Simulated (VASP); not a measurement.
# Sn (Im-3m) in VASP: single point with PBEsol

Aim: the single point of Sn with PBEsol.

Program: VASP 6.6.1. These are calculated values, not measurements. Logs are shortened: lines on timing, memory, paths and dates and some standing lists are left out, and cuts for length are marked.

**1. The cell of the first run**

Symmetry: Im-3m, No. 229, cubic system. The conventional cell has a = 3.789 Å, b = 3.789 Å, c = 3.789 Å, α = 90.00°, β = 90.00°, γ = 90.00°. Within 4.3 Å of Sn (site symmetry m-3m) lie 14 Sn at 3.28 to 3.79 Å.

**2. Single point, PBEsol**

File INCAR:

```
ALGO = Normal
EDIFF = 1E-6
ENCUT = 520
GGA = PS
ISIF = 2
ISMEAR = -1
LASPH = True
LCHARG = False
LREAL = False
LWAVE = False
NBANDS = 13
NELM = 80
PREC = Accurate
SIGMA = 0.05
```

File KPOINTS:

```
k-points
0
Gamma
  10 10 10
```

File POSCAR:

```
Sn
1.0
   -1.8946500000      1.8946500000      1.8946500000
    1.8946500000     -1.8946500000      1.8946500000
    1.8946500000      1.8946500000     -1.8946500000
Sn
1
Direct
    0.0000000000      0.0000000000      0.0000000000
```

Potentials or basis: VASP PAW PBE potentials, release 64 (Sn_d).

On the command line:

```sh
cat potpaw_PBE.64/Sn_d/POTCAR > POTCAR
mpirun -np 1 vasp_std > vasp.out
```

OUTCAR:

```text
EDIFF = 1E-6
   ENCUT = 520
   GGA = PS
   ISIF = 2
   ISMEAR = -1
   LASPH = True
   LREAL = False
   NELM = 80
   PREC = Accurate

 ion  position               nearest neighbor table
   1  0.000  0.000  0.000-

  LATTYP: Found a body centered cubic cell.
 ALAT       =     3.7893000000

  Lattice vectors:

 A1 = (  -1.8946500000,   1.8946500000,   1.8946500000)
 A2 = (   1.8946500000,  -1.8946500000,   1.8946500000)
 A3 = (   1.8946500000,   1.8946500000,  -1.8946500000)

Analysis of symmetry for initial positions (statically):
=====================================================================
 Subroutine PRICEL returns:
 Original cell was already a primitive cell.

 Routine SETGRP: Setting up the symmetry group for a
 body centered cubic supercell.

 Subroutine GETGRP returns: Found 48 space group operations
 (whereof 48 operations were pure point group operations)
 out of a pool of 48 trial point group operations.

The static configuration has the point symmetry O_h .

Analysis of symmetry for dynamics (positions and initial velocities):
=====================================================================
 Subroutine PRICEL returns:
 Original cell was already a primitive cell.

 Routine SETGRP: Setting up the symmetry group for a
 body centered cubic supercell.

 Subroutine GETGRP returns: Found 48 space group operations
 (whereof 48 operations were pure point group operations)
 out of a pool of 48 trial point group operations.

The dynamic configuration has the point symmetry O_h .

 Subroutine INISYM returns: Found 48 space group operations
 (whereof 48 operations are pure point group operations),
 and found     1 'primitive' translations

----------------------------------------------------------------------------------------

                                     Primitive cell

  volume of cell :      27.2049

  direct lattice vectors                    reciprocal lattice vectors
    -1.894650000  1.894650000  1.894650000     0.000000000  0.263900984  0.263900984
     1.894650000 -1.894650000  1.894650000     0.263900984  0.000000000  0.263900984
     1.894650000  1.894650000 -1.894650000     0.263900984  0.263900984  0.000000000

  length of vectors
     3.281630063  3.281630063  3.281630063     0.373212351  0.373212351  0.373212351

  position of ions in fractional coordinates (direct lattice)
     0.000000000  0.000000000  0.000000000

  ion indices of the primitive-cell ions
   primitive index   ion index
                 1           1
[... 73 lines left out ...]
   LREAL  =      F    real-space projection
   EDIFFG = 0.1E-04   stopping-criterion for IOM
   NSW    =      0    number of steps for IOM
   IBRION =     -1    ionic relax: 0-MD 1-quasi-New 2-CG
   NFREE  =      0    steps in history (QN), initial steepest desc. (CG)
   ISIF   =      2    stress and relaxation
   ISYM   =      2    0-nonsym 1-usesym 2-fastsym
   POTIM  = 0.5000    time-step for ionic-motion
   TEBEG  =    0.0;   TEEND  =   0.0 temperature during run
   PSTRESS=    0.0 pullay stress
   NELECT =      14.0000    total number of electrons
   NUPDOWN=      -1.0000    fix difference up-down
   EMIN   =  10.00;   EMAX   =-10.00  energy-range for DOS
   EFERMI =   0.00;   METHOD = LEGACY
   ISMEAR =    -1;   SIGMA  =   0.05  broadening in eV -4-tet -1-fermi 0-gaus
   EFERMI_NEDOS =   21; number of points for ismear=-14 and -15
   IALGO  =     38    algorithm
   IMIX   =      4    mixing-type and parameters
     AMIX     =   0.40;   BMIX     =  1.00
     AMIX_MAG =   1.60;   BMIX_MAG =  1.00
  volume/ion in A,a.u.               =      27.20       183.59
  Fermi-wavevector in a.u.,A,eV,Ry     =   1.311903  2.479138 23.416858  1.721090
  Thomas-Fermi vector in A             =   2.442333
   LORBIT       =      0    0 simple, 1 ext, 2 COOP (PROOUT), +10 PAW based schemes
   GGA     = PS    functional components
   LHFCALC =     F    Hartree Fock is set to
   AEXX    =    0.0000 exact exchange contribution
   IVDW    =     0    specifies the selected vdW correction
   LEPSILON=     F    determine dielectric tensor
   LRPA    =     F    only Hartree local field effects (RPA)
 non-spin polarized calculation
  energy-cutoff  :      520.00
  volume of cell :       27.20
 maximum number of plane-waves:       751
   NGX = 13   NGY = 13   NGZ = 13

 number of electron      13.9999996 magnetization

 Free energy of the ion-electron system (eV)
  ---------------------------------------------------
  ext. energy  EPLUGINS =         0.00000000
  ---------------------------------------------------
  free energy    TOTEN  =        -4.21195469 eV

  energy without entropy =       -4.20463263  energy(sigma->0) =       -4.20829366

 E-fermi :   7.8806     XC(G=0): -10.5023

 val. band max:        7.7967628331   @ k =   0.2000   0.2000   0.0000
 cond. band min:       7.8864733000   @ k =   0.3000   0.0000   0.0000
 fundamental gap:      0.0897104669
 Fermi energy:         7.8806000355

 k-point     1 :       0.0000    0.0000    0.0000
  band No.  band energies     occupation
      1     -13.5355      2.00000
      2     -13.5355      2.00000
      3     -13.5355      2.00000
      4     -13.3961      2.00000
      5     -13.3961      2.00000
      6      -3.1763      2.00000
      7      15.8563      0.00000
      8      15.8563      0.00000
      9      15.8563      0.00000
     10      20.0365      0.00000
     11      20.0365      0.00000
     12      20.0365      0.00000
     13      20.6619      0.00000
[... 354 lines left out ...]
  band No.  band energies     occupation
      1     -13.5435      2.00000
      2     -13.4984      2.00000
      3     -13.4287      2.00000
      4     -13.4048      2.00000
      5     -13.3931      2.00000
      6      -1.0011      2.00000
      7       8.0663      0.04764
      8      11.7592      0.00000
      9      13.0584      0.00000
     10      16.9076      0.00000
     11      17.9320      0.00000
     12      18.8982      0.00000
     13      24.6852      0.00000

 [... further k-points ...]
[... 5 lines left out ...]
  --------------------------------------------------------------------------------------
  -------------------------------------------------------------------------------------
  Total       -0.3755813     -0.3755813     -0.3755813     -0.0000000      0.0000000     -0.0000000
  in kB      -22.1191063    -22.1191063    -22.1191063     -0.0000000      0.0000000     -0.0000000
  external PRESSURE =     -22.1191063 kB  Pullay stress =       0.0000000 kB

 VOLUME and BASIS-vectors are now :
 -----------------------------------------------------------------------------
  energy-cutoff  :      520.00
  volume of cell :       27.20
      direct lattice vectors                 reciprocal lattice vectors
    -1.894650000  1.894650000  1.894650000     0.000000000  0.263900984  0.263900984
     1.894650000 -1.894650000  1.894650000     0.263900984  0.000000000  0.263900984
     1.894650000  1.894650000 -1.894650000     0.263900984  0.263900984  0.000000000

 POSITION                                       TOTAL-FORCE (eV/Angst)
 -----------------------------------------------------------------------------------
      0.00000      0.00000      0.00000         0.000000     -0.000000      0.000000
 -----------------------------------------------------------------------------------
    total drift:                               -0.000000      0.000000      0.000000

  FREE ENERGIE OF THE ION-ELECTRON SYSTEM (eV)
  ---------------------------------------------------
  free  energy   TOTEN  =        -4.2119546883 eV

  energy  without entropy=       -4.2046326306  energy(sigma->0) =       -4.20829366
```

OSZICAR:

```text
N       E                     dE             d eps       ncg     rms          rms(c)
DAV:   1     0.796133838296E+02    0.79613E+02   -0.71498E+03  1242   0.161E+03
DAV:   2     0.132495710180E+01   -0.78288E+02   -0.75958E+02  1302   0.331E+02
DAV:   3    -0.412210849511E+01   -0.54471E+01   -0.54301E+01  1465   0.723E+01
DAV:   4    -0.422970590602E+01   -0.10760E+00   -0.10758E+00  1440   0.108E+01
DAV:   5    -0.423321228347E+01   -0.35064E-02   -0.35063E-02  1578   0.194E+00    0.135E+00
DAV:   6    -0.421691699715E+01    0.16295E-01   -0.17568E-02  1507   0.235E+00    0.720E-01
DAV:   7    -0.421223665272E+01    0.46803E-02   -0.95544E-03  1537   0.162E+00    0.119E-01
DAV:   8    -0.421195359159E+01    0.28306E-03   -0.72733E-04  1497   0.460E-01    0.204E-02
DAV:   9    -0.421195412837E+01   -0.53678E-06   -0.13275E-05  1647   0.429E-02    0.129E-02
DAV:  10    -0.421195468833E+01   -0.55997E-06   -0.92118E-07  1070   0.963E-03
   1 F= -.42119547E+01 E0= -.42082937E+01  d E =-.732206E-02
```

stdout:

```text
POSCAR found type information on POSCAR Sn
 POSCAR found :  1 types and       1 ions
 scaLAPACK will be used
 -----------------------------------------------------------------------------
|                                                                             |
|                                                                             |
|     You enforced a specific xc type in the INCAR file but a different       |
|     I HOPE YOU KNOW WHAT YOU ARE DOING!                                     |
|                                                                             |
 -----------------------------------------------------------------------------

 LDA part: xc-table for (Slater+PW92), standard interpolation
 POSCAR, INCAR and KPOINTS ok, starting setup
 FFT: planning ... GRIDC
 FFT: planning ... GRID_SOFT
 FFT: planning ... GRID
 WAVECAR not read
 entering main loop
```

Wall time 28 s (1 thread of Intel Xeon 6975P-C, shared host); peak memory 0.14 GiB.

What came out:

```
Free energy            : -4.2120 eV
Pressure               : -2.2 GPa
Band gap on the k mesh : zero (band 7 reaches 15.86 eV, above the bottom of band 8 at 5.64 eV)
```

Caveat: the PAW data sets were made with another functional, which shifts forces and pressure a little; spin-orbit coupling is left out, which moves the levels of the heavy elements.
